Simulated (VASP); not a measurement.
# Rb8Mg4H15 (a cell with a defect) in VASP: notebook, part 2 of 2

VASP 6.6.1. Earlier steps stand in the parts before.

## Step 3: Single point, PBEsol

Contents of INCAR:

```
ALGO = Normal ; EDIFF = 1E-6
ENCUT = 520 ; GGA = PS
ISIF = 2 ; ISMEAR = -1
LASPH = T ; LCHARG = F
LREAL = Auto ; LWAVE = F
NBANDS = 66 ; NELECT = 96.0
NELM = 80 ; PREC = Accurate
SIGMA = 0.05
```

Contents of KPOINTS:

```
k-points
0
Gamma
  1 2 1
```

Contents of POSCAR:

```
Rb8Mg4H15
1.0
    8.2671220000      0.0000000000      0.0000000000
    0.0000000000      6.3978410000      0.0000000000
    0.0000000000      0.0000000000     11.2369330000
Rb Mg H
8 4 15
Direct
    0.1351861022      0.2456609972      0.6044175933
    0.6666286042      0.2676840515      0.9258576161
    0.8296357547      0.7128967413      0.4313009609
    0.3016890279      0.7110054783      0.0825937113
    0.5309223694      0.2388305680      0.2888243616
    1.0339632099      0.2638390044      0.2056522006
    0.4638978353      0.7229157461      0.6987582822
    0.0350908091      0.7937990331      0.7830072494
    0.2486838830      0.2310779527      0.9043392890
    0.6758942229      0.2726232177      0.5916383056
    0.8084433736      0.8375325364      0.0483939879
    0.2744364968      0.8025676162      0.4041672225
    0.3550086717      0.4165936603      0.8382625401
    0.7298912487     -0.0200067492      0.6168231136
    0.7576881048      1.0533709731      0.1181372177
    0.1823972115      0.4853512302      0.3592350333
    0.7183152734      0.6182085488      0.1494090959
    0.1450323341      0.9220454213      0.2617974139
    0.3142810763     -0.0321358408      0.8472507578
    0.7868034366      0.3883184968      0.7048453524
    0.0486263539      0.2335787963      0.8520474403
    0.4968597294      0.4076531442      0.5232833550
    1.0411966825      0.8226056259     -0.0162054895
    0.4652525994      0.8024113134      0.2849709970
    0.8139833911      0.3414589390      0.4592356295
    0.3238490977      0.1814987275      0.0482516003
    0.7097996135      0.8409868266      0.8907323733
```

Potentials or basis: VASP PAW PBE potentials, release 64 (Rb_sv, Mg, H).

Launch:

```sh
cat potpaw_PBE.64/Rb_sv/POTCAR potpaw_PBE.64/Mg/POTCAR potpaw_PBE.64/H/POTCAR > POTCAR
mpirun -np 1 vasp_std > vasp.out
```

OUTCAR:

```text
EDIFF = 1E-6
   ENCUT = 520
   GGA = PS
   ISIF = 2
   ISMEAR = -1
   LASPH = T
   LREAL = Auto
   NELECT = 96.0
   NELM = 80
   PREC = Accurate

 ion  position               nearest neighbor table
   1  0.135  0.246  0.604-  21 2.87  25 3.18  16 3.18  20 3.23  22 3.29   9 3.50   8 3.62  12 3.80
                            10 3.80   8 4.12   7 4.22  12 4.37   3 4.37   7 4.44  10 4.48   6 4.56
   2  0.667  0.268  0.926-  15 2.67  27 2.78  20 2.78  13 2.92  26 3.20  21 3.27  11 3.29   9 3.47
                            10 3.76  11 4.07   7 4.22   5 4.23   6 4.37   4 4.50   8 4.59   7 4.63
   3  0.830  0.713  0.431-  25 2.40  14 2.82  10 3.58  12 3.73   6 4.19  10 4.21   5 4.23   7 4.26
                             8 4.33   1 4.37  11 4.38   5 4.47  12 4.64   6 4.66   1 4.67   4 5.53
   4  0.302  0.711  0.083-  23 2.53  24 2.71  18 2.75  26 3.04  19 3.12  12 3.67   9 3.69   6 3.87
                             9 3.91   8 4.06  11 4.18   5 4.25  11 4.28   6 4.40   2 4.50   5 4.51
   5  0.531  0.239  0.289-  24 2.84  22 2.86  15 2.93  25 3.09  26 3.22  17 3.28  10 3.61  12 3.74
                             6 4.22   3 4.23   2 4.23   4 4.25   6 4.27  11 4.38  12 4.38   3 4.47
   6  0.034  0.264  0.206-  18 2.45  16 2.55  15 2.83  26 3.02  11 3.75   9 3.83   4 3.87   3 4.19
                            12 4.20   5 4.22   5 4.27   2 4.37   4 4.40  11 4.48   1 4.56  12 4.56
   7  0.464  0.723  0.699-  19 2.60  13 2.67  22 2.83  14 2.90  27 3.06  10 3.58   8 3.70  12 3.70
                            10 4.11   2 4.22   1 4.22   3 4.26   9 4.29   9 4.37   1 4.44   4 4.52
   8  0.035  0.794  0.783-  23 2.26  19 2.66  21 2.92  27 2.96  11 3.53   9 3.58   1 3.62   7 3.70
                             4 4.06   1 4.12   9 4.24   3 4.33   2 4.59  12 4.69   2 4.82   7 4.84
   9  0.249  0.231  0.904-  13 1.65  21 1.76  26 1.76  19 1.88   2 3.47   1 3.50   8 3.58   4 3.69
                             6 3.83   4 3.91   8 4.24   7 4.29   7 4.37
  10  0.676  0.273  0.592-  20 1.73  22 1.88  25 1.93  14 1.95   3 3.58   7 3.58   5 3.61   2 3.76
                             1 3.80   7 4.11   3 4.21   1 4.48
  11  0.808  0.838  0.048-  15 1.64  27 1.95  17 1.95  23 2.06   2 3.29   8 3.53   6 3.75   2 4.07
                             4 4.18   4 4.28   5 4.38   3 4.38   6 4.48
  12  0.274  0.803  0.404-  24 2.07  18 2.07  16 2.23   4 3.67   7 3.70   3 3.73   5 3.74   1 3.80
                             6 4.20   1 4.37   5 4.38   6 4.56   3 4.64   8 4.69
  13  0.355  0.417  0.838-   9 1.65   7 2.67   2 2.92
  14  0.730  0.980  0.617-  10 1.95   3 2.82   7 2.90
  15  0.758  0.053  0.118-  11 1.64   2 2.67   6 2.83   5 2.93
  16  0.182  0.485  0.359-  12 2.23   6 2.55   1 3.18
  17  0.718  0.618  0.149-  11 1.95   5 3.28
  18  0.145  0.922  0.262-  12 2.07   6 2.45   4 2.75
  19  0.314  0.968  0.847-   9 1.88   7 2.60   8 2.66   4 3.12
  20  0.787  0.388  0.705-  10 1.73   2 2.78   1 3.23
  21  0.049  0.234  0.852-   9 1.76   1 2.87   8 2.92   2 3.27
  22  0.497  0.408  0.523-  10 1.88   7 2.83   5 2.86   1 3.29
  23  0.041  0.823  0.984-  11 2.06   8 2.26   4 2.53
  24  0.465  0.802  0.285-  12 2.07   4 2.71   5 2.84
  25  0.814  0.341  0.459-  10 1.93   3 2.40   5 3.09   1 3.18
  26  0.324  0.181  0.048-   9 1.76   6 3.02   4 3.04   2 3.20   5 3.22
  27  0.710  0.841  0.891-  11 1.95   2 2.78   8 2.96   7 3.06

  LATTYP: Found a simple orthorhombic cell.
 ALAT       =     6.3978410000
 B/A-ratio  =     1.2921737192
 C/A-ratio  =     1.7563632794

  Lattice vectors:

 A1 = (   0.0000000000,  -6.3978410000,   0.0000000000)
 A2 = (   8.2671220000,   0.0000000000,   0.0000000000)
 A3 = (   0.0000000000,   0.0000000000,  11.2369330000)

Analysis of symmetry for initial positions (statically):
=====================================================================
 Subroutine PRICEL returns:
 Original cell was already a primitive cell.

 Routine SETGRP: Setting up the symmetry group for a
 simple orthorhombic supercell.

 Subroutine GETGRP returns: Found  1 space group operations
[... 140 lines left out ...]
   LSORBIT =      F    spin-orbit coupling
   LASPH  =      T    aspherical Exc in radial PAW
   ENCUT  =  520.0 eV  38.22 Ry    6.18 a.u.  15.37 11.90 20.89*2*pi/ulx,y,z
   NELM   =     80;   NELMIN=  2; NELMDL= -5     # of ELM steps
   EDIFF  = 0.1E-05   stopping-criterion for ELM
   LREAL  =      T    real-space projection
   EDIFFG = 0.1E-04   stopping-criterion for IOM
   NSW    =      0    number of steps for IOM
   IBRION =     -1    ionic relax: 0-MD 1-quasi-New 2-CG
   NFREE  =      0    steps in history (QN), initial steepest desc. (CG)
   ISIF   =      2    stress and relaxation
   ISYM   =      2    0-nonsym 1-usesym 2-fastsym
   POTIM  = 0.5000    time-step for ionic-motion
   TEBEG  =    0.0;   TEEND  =   0.0 temperature during run
   PSTRESS=    0.0 pullay stress
   NELECT =      96.0000    total number of electrons
   NUPDOWN=      -1.0000    fix difference up-down
   EMIN   =  10.00;   EMAX   =-10.00  energy-range for DOS
   EFERMI =   0.00;   METHOD = LEGACY
   ISMEAR =    -1;   SIGMA  =   0.05  broadening in eV -4-tet -1-fermi 0-gaus
   EFERMI_NEDOS =   21; number of points for ismear=-14 and -15
   IALGO  =     38    algorithm
   IMIX   =      4    mixing-type and parameters
     AMIX     =   0.40;   BMIX     =  1.00
     AMIX_MAG =   1.60;   BMIX_MAG =  1.00
  volume/ion in A,a.u.               =      22.01       148.55
  Fermi-wavevector in a.u.,A,eV,Ry     =   0.891566  1.684815 10.815128  0.794890
  Thomas-Fermi vector in A             =   2.013402
   LORBIT       =      0    0 simple, 1 ext, 2 COOP (PROOUT), +10 PAW based schemes
   GGA     = PS    functional components
   LHFCALC =     F    Hartree Fock is set to
   AEXX    =    0.0000 exact exchange contribution
   IVDW    =     0    specifies the selected vdW correction
   LEPSILON=     F    determine dielectric tensor
   LRPA    =     F    only Hartree local field effects (RPA)
 non-spin polarized calculation
  energy-cutoff  :      520.00
  volume of cell :      594.34
 maximum number of plane-waves:     16028
 NGX is ok and might be reduce to    64
   NGX = 31   NGY = 23   NGZ = 41

 number of electron      95.9999997 magnetization

 Free energy of the ion-electron system (eV)
  ---------------------------------------------------
  ext. energy  EPLUGINS =         0.00000000
  ---------------------------------------------------
  free energy    TOTEN  =       -65.07250984 eV

  energy without entropy =      -65.07245956  energy(sigma->0) =      -65.07248470

 E-fermi :   1.1953     XC(G=0):  -7.3487

 val. band max:        0.6667726479   @ k =   0.0000   0.5000   0.0000
 cond. band min:       1.6975091960   @ k =   0.0000   0.0000   0.0000
 fundamental gap:      1.0307365481
 Fermi energy:         1.1953199101

 k-point     1 :       0.0000    0.0000    0.0000
  band No.  band energies     occupation
      1     -27.4521      2.00000
      2     -27.3899      2.00000
      3     -27.3435      2.00000
      4     -27.2887      2.00000
      5     -27.2439      2.00000
      6     -27.1808      2.00000
[... 52 lines left out ...]
     59       3.5820      0.00000
     60       3.7560      0.00000

 k-point     2 :       0.0000    0.5000    0.0000
  band No.  band energies     occupation
      1     -27.4520      2.00000
      2     -27.3866      2.00000
      3     -27.3428      2.00000
      4     -27.2893      2.00000
      5     -27.2470      2.00000
      6     -27.1798      2.00000
[... 52 lines left out ...]
     59       3.6174      0.00000
     60       3.7974      0.00000
 [bands above 60 left out]

------------------------ aborting loop because EDIFF is reached ----------------------------------------

  FORCE on cell =-STRESS in cart. coord.  units (eV):
  Direction    XX          YY          ZZ          XY          YZ          ZX
  --------------------------------------------------------------------------------------
  -------------------------------------------------------------------------------------
  Total        2.9408286      6.9322803      6.6391246      0.0493265      0.8424947      1.5183568
  in kB        7.9276545     18.6874963     17.8972301      0.1329704      2.2711310      4.0930669
  external PRESSURE =      14.8374603 kB  Pullay stress =       0.0000000 kB

 VOLUME and BASIS-vectors are now :
 -----------------------------------------------------------------------------
  energy-cutoff  :      520.00
  volume of cell :      594.34
      direct lattice vectors                 reciprocal lattice vectors
     8.267122000  0.000000000  0.000000000     0.120961079  0.000000000  0.000000000
     0.000000000  6.397841000  0.000000000     0.000000000  0.156302728  0.000000000
     0.000000000  0.000000000 11.236933000     0.000000000  0.000000000  0.088992254

 POSITION                                       TOTAL-FORCE (eV/Angst)
 -----------------------------------------------------------------------------------
      1.11760      1.57170      6.79180        -0.062883      0.336091     -0.309247
      5.51110      1.71260     10.40380        -0.008576      0.313823     -0.156701
      6.85870      4.56100      4.84650         0.006961      0.670141     -0.275982
      2.49410      4.54890      0.92810         0.414004      0.191004      0.178673
      4.38920      1.52800      3.24550        -0.198281      0.097777     -0.009497
      0.28078      1.68800      2.31090        -0.272687      0.099653     -0.121246
[... 19 lines left out ...]
      2.67730      1.16120      0.54220         0.144284      0.360498      0.757646
      5.86800      5.38050     10.00910         0.099437     -0.123484      0.395550
 -----------------------------------------------------------------------------------
    total drift:                                0.004178     -0.001354      0.000057

  FREE ENERGIE OF THE ION-ELECTRON SYSTEM (eV)
  ---------------------------------------------------
  free  energy   TOTEN  =       -65.0725098386 eV

  energy  without entropy=      -65.0724595565  energy(sigma->0) =      -65.07248470
```

It took 4 min on 1 thread of Intel Xeon Platinum 8259CL at 2.50GHz (Skylake/Cascade Lake), shared host; peak memory 0.55 GiB.

What came out:

* Free energy: -65.0725 eV
* Largest force: 1.919 eV/Å

Forces on the atoms (eV/Å):
```
Rb  -0.063  0.336 -0.309
Rb  -0.009  0.314 -0.157
Rb   0.007  0.670 -0.276
Rb   0.414  0.191  0.179
Rb  -0.198  0.098 -0.009
Rb  -0.273  0.100 -0.121
Rb   0.564  0.133  0.067
Rb  -0.552 -0.319 -0.909
Mg  -0.385 -1.517  0.207
Mg   0.220 -0.702 -0.908
Mg   0.584 -1.698 -0.677
Mg  -0.209 -0.562 -0.814
H    0.738  1.104 -0.583
H   -0.195  0.266 -0.007
H   -0.230  1.318  0.719
H    0.335  0.531  0.159
H    0.378 -0.138 -0.322
H    0.096 -0.440  0.431
H    0.063  0.174 -0.070
H    0.127  0.580  0.539
H   -0.565  0.174 -0.020
H    0.077 -0.224  0.301
H   -0.872  0.051  1.051
H   -0.261 -0.025  0.410
H   -0.035 -0.653 -0.034
H    0.144  0.360  0.758
H    0.099 -0.123  0.396
```

Caveat: the k points lie up to 0.76 Å⁻¹ apart; the cell carries a net charge on a neutralising background, which shifts energy and pressure; the cell is charged against a uniform background, so pressure and absolute levels hang on convention; the PAW data sets were made with another functional, which shifts forces and pressure a little.

## Step 4: Single point, PBEsol

Contents of INCAR:

```
SYSTEM = Rb8Mg4H15
ALGO = Normal ; EDIFF = 1E-6
ENCUT = 520 ; GGA = PS
ISIF = 2 ; ISMEAR = -1
LASPH = .TRUE. ; LCHARG = .FALSE.
LREAL = Auto ; LWAVE = .FALSE.
NBANDS = 66 ; NELECT = 96.0
NELM = 100 ; PREC = Accurate
SIGMA = 0.05
```

Contents of KPOINTS:

```
k-points
0
G
  1 2 1
  0 0 0
```

Contents of POSCAR:

```
Rb8Mg4H15
1.0
    8.2671220000      0.0000000000      0.0000000000
    0.0000000000      6.3978410000      0.0000000000
    0.0000000000      0.0000000000     11.2369330000
Rb Mg H
8 4 15
Direct
    0.1219045757      0.2705600217      0.6061173454
    0.6733419441      0.2860808826      0.9233747322
    0.8250271376      0.7151162400      0.4323510695
    0.3005882821      0.6957347018      0.0954085959
    0.5327851700      0.2366735904      0.2815536944
    1.0509098571      0.2705756520      0.2121397360
    0.4700063698      0.7195396072      0.6951896928
    0.0174546837      0.7915482739      0.7668818529
    0.2341080729      0.2691220366      0.9094741421
    0.7015137795      0.2246695409      0.6042396088
    0.8186162004      0.8008326559      0.0756612147
    0.2707713761      0.7422503935      0.3792582905
    0.2799281298      0.5047483987      0.8331187878
    0.7565147823      0.0943443265      0.7397125176
    0.7217989525      1.0187811795      0.1525149256
    0.2707592800      0.5035136072      0.3088387196
    0.8160397294      0.5461373610      0.1567954530
    0.1272026710      0.8328121940      0.2577927625
    0.3347839792      0.1012529070      0.7823042106
    0.8280511646      0.4847416496      0.6492162942
    0.0265388608      0.2910356791      0.8741531163
    0.4835661068      0.2114619604      0.5660085363
    0.9815386782      0.9230301284     -0.0065498299
    0.4384839125      0.8458791020      0.2880323305
    0.8256198469      0.2274360991      0.4482094892
    0.3504605351      0.2056162384      0.0552552907
    0.6461740857      0.7714633733      0.9759068600
```

Launch:

```sh
cat potpaw_PBE.64/Rb_sv/POTCAR potpaw_PBE.64/Mg/POTCAR potpaw_PBE.64/H/POTCAR > POTCAR
mpirun -np 1 vasp_std > vasp.out
```

It took 4 min on 1 thread of Intel Xeon Platinum 8259CL at 2.50GHz (Skylake/Cascade Lake), shared host; peak memory 0.55 GiB.

The run converged. Its results:

```yaml
Free_energy: -65.6080 eV
Largest_force: 1.070 eV/Å
```

Forces on the atoms (eV/Å):
```
Rb   0.274  0.050  0.025
Rb   0.093 -0.113  0.462
Rb  -0.047  0.070 -0.335
Rb   0.406  0.326 -0.643
Rb  -0.055  0.089  0.246
Rb  -0.288 -0.515  0.023
Rb   0.303  0.333  0.150
Rb  -0.136 -0.074  0.320
Mg   0.461 -0.888 -0.379
Mg   0.160  0.661 -0.548
Mg  -0.370  0.092  0.308
Mg  -0.117  0.783  0.512
H    0.319  0.673  0.076
H    0.155 -0.554 -0.388
H    0.364  0.178  0.161
H    0.070 -1.017 -0.321
H    0.049 -0.004  0.099
H   -0.524  0.257  0.249
H   -0.302 -0.102  0.424
H   -0.518 -0.060 -0.031
H   -0.461  0.045  0.042
H    0.339  0.164 -0.094
H    0.413 -0.197  0.029
H    0.228 -0.035  0.095
H   -0.193 -0.168  0.383
H   -0.368  0.341 -0.275
H   -0.254 -0.336 -0.590
```

Levels at points of the mesh, in eV from the Fermi level:
```tsv
k point	band 46	band 47	band 48	band 49	band 50	band 51
(0.00, 0.00, 0.00)	-2.73	-2.52	-0.72	0.70	0.99	1.21
(0.00, 0.50, 0.00)	-2.61	-2.55	-0.64	0.66	0.71	0.84
```

Caveat: the k points lie up to 0.76 Å⁻¹ apart; the cell carries a net charge on a neutralising background, which shifts energy and pressure; the cell is charged against a uniform background, so pressure and absolute levels hang on convention; the PAW data sets were made with another functional, which shifts forces and pressure a little.
